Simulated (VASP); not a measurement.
Input of a VASP 6.6.1 run:

INCAR

```
ALGO     = Normal         # electronic algorithm
EDIFF    = 1E-6           # SCF threshold, eV
EDIFFG   = -0.02          # ionic threshold
ENCUT    = 600            # plane-wave cutoff, eV
GGA      = PE             # functional
IBRION   = 2              # ionic algorithm
ISIF     = 3              # what is computed and relaxed
ISMEAR   = 0              # smearing method
LASPH    = True           # aspherical terms in the spheres
LCHARG   = False          # write CHGCAR
LREAL    = False          # projectors in reciprocal space
LWAVE    = False          # write WAVECAR
NELM     = 100            # most SCF steps
NSW      = 70             # ionic steps
PREC     = Accurate       # precision mode
SIGMA    = 0.1            # smearing width, eV
```

Contents of KPOINTS:

```
k-points
0
Gamma
  12 12 12
```

POSCAR

```
TaN
1.0
    5.2084956200      0.0000000000      0.0000000000
   -2.6042478100      4.5106892600      0.0000000000
    0.0000000000      0.0000000000      2.9147477100
Ta N
3 3
Direct
    0.0000000000      0.0000000000      0.0000000000
    0.3333333400      0.6666666900      0.5000000000
    0.6666666900      0.3333333400      0.5000000000
    0.3923921600      0.0000000000      0.0000000000
    0.6076078400      0.6076078400      0.0000000000
    0.0000000000      0.3923921600      0.0000000000
```

Potentials or basis: VASP PAW PBE potentials, release 64 (Ta_pv, N).

Run with:

```bash
$ cat potpaw_PBE.64/Ta_pv/POTCAR potpaw_PBE.64/N/POTCAR > POTCAR
$ mpirun -np 1 vasp_std > vasp.out
```

**Question.** Predict the space group after relaxing (to 0.1 Å).

**Answer.** P-62m (No. 189).

**Question.** What does it give for the band gap on the k mesh?

**Answer.** Zero (bands 24 and 25 overlap by 3.08 eV).

Final structure:
```
Ta N
1.0
     5.22878    0.00000    0.00000
    -2.61439    4.52826    0.00000
     0.00000    0.00000    2.92518
Ta N
3 3
Direct
  0.00000 0.00000 0.00000
  0.33333 0.66667 0.50000
  0.66667 0.33333 0.50000
  0.39256 0.00000 0.00000
  0.60744 0.60744 0.00000
  0.00000 0.39256 0.00000
```

Caveat: spin-orbit coupling is left out, which moves the levels of the heavy elements.
